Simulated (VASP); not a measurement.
# TiCo3: relaxation of cell and atoms with LDA

The system is TiCo3.

```
Ti Co
1.0
     3.60473    0.00000    0.00000
     0.00000    3.60473    0.00000
     0.00000    0.00000    3.60473
Ti Co
1 3
Direct
  0.00000 0.00000 0.00000
  0.00000 0.50000 0.50000
  0.50000 0.00000 0.50000
  0.50000 0.50000 0.00000
```

| Quantity | Value |
| --- | --- |
| Program | VASP 6.6.1 |
| Task | relaxation of cell and atoms |
| Functional | LDA |
| Potentials or basis | VASP PAW LDA potentials, release 64 (Ti_sv, Co) |
| Cutoff | 600 eV |
| k mesh | 12 × 12 × 12 |
| Occupations | gaussian, width 0.1 eV |
| Spin | collinear spin, ferrimagnetic start |
| Starting moments | [-0.43, 1.22, 1.22, 1.22] μB |
| Dipole correction | no |
| Further INCAR settings | ALGO = Normal; EDIFF = 1e-07; IBRION = 2; EDIFFG = -0.005; NSW = 70; ISIF = 3 |

| Item | Value |
| --- | --- |
| Relaxed volume | 10.61 Å³/atom |
| Relaxed cell | a = 3.488 Å, b = 3.488 Å, c = 3.488 Å, α = 90.00°, β = 90.00°, γ = 90.00° |
| Space group after relaxing (to 0.1 Å) | Pm-3m (No. 221) |
| Energy gained by relaxing | 77.6 meV/atom |
| Ionic steps | 7 |
| Pressure after relaxing | 0.0 GPa |
| Net moment | 0.00 μB per cell |
| Valence electrons inside the program's atomic spheres | Ti 10.57; Co 8.52 |

The path:
```
step  energy change (eV)  largest force (eV/Å)  pressure (GPa)  volume (Å³)
   1              0.0000                0.0000          -20.41        46.84
   2              0.2861                0.0000           42.93        37.44
   3             -0.3099                0.0000           -0.78        42.55
   4             -0.3102                0.0000           -0.11        42.44
   5             -0.3101                0.0000            0.42        42.35
   6             -0.3101                0.0000           -0.54        42.50
   7             -0.3102                0.0000            0.01        42.42
```

Final structure:
```
Ti Co
1.0
     3.48760    0.00000    0.00000
     0.00000    3.48760    0.00000
     0.00000    0.00000    3.48760
Ti Co
1 3
Direct
  0.00000 0.00000 0.00000
  0.00000 0.50000 0.50000
  0.50000 0.00000 0.50000
  0.50000 0.50000 0.00000
```

Levels at points of the mesh, in eV from the Fermi level:
Spin up:
```tsv
k point	band 16	band 17	band 18	band 19	band 20	band 21	band 22	band 23	band 24	band 25
(0.00, 0.00, 0.00)	-0.04	0.51	0.77	0.77	0.77	2.77	2.77	3.65	3.65	3.65
(0.50, 0.00, 0.00)	-0.76	-0.62	-0.62	-0.54	0.13	0.77	1.28	1.28	2.09	2.64
(0.50, 0.50, 0.00)	-1.37	-0.98	-0.85	-0.85	-0.40	-0.39	1.84	1.84	2.42	2.44
(0.50, 0.50, 0.50)	-1.04	0.01	0.54	0.54	0.54	1.06	1.06	1.06	2.40	2.40
```
Spin down:
| k point | band 18 | band 19 | band 20 | band 21 | band 22 | band 23 |
| --- | --- | --- | --- | --- | --- | --- |
| (0.00, 0.00, 0.00) | 0.77 | 0.77 | 0.77 | 2.77 | 2.77 | 3.65 |
| (0.50, 0.00, 0.00) | -0.62 | -0.54 | 0.13 | 0.77 | 1.28 | 1.28 |
| (0.50, 0.50, 0.00) | -0.85 | -0.85 | -0.40 | -0.39 | 1.84 | 1.84 |
| (0.50, 0.50, 0.50) | 0.54 | 0.54 | 0.54 | 1.06 | 1.06 | 1.06 |

It took 20 min on 1 thread of Oxide Virtual Turin-like Processor, on a shared host, peak memory 0.27 GiB.

Caveat: the moments typed at the start vanished in this run. Zero-point motion and thermal expansion aren't in these numbers.
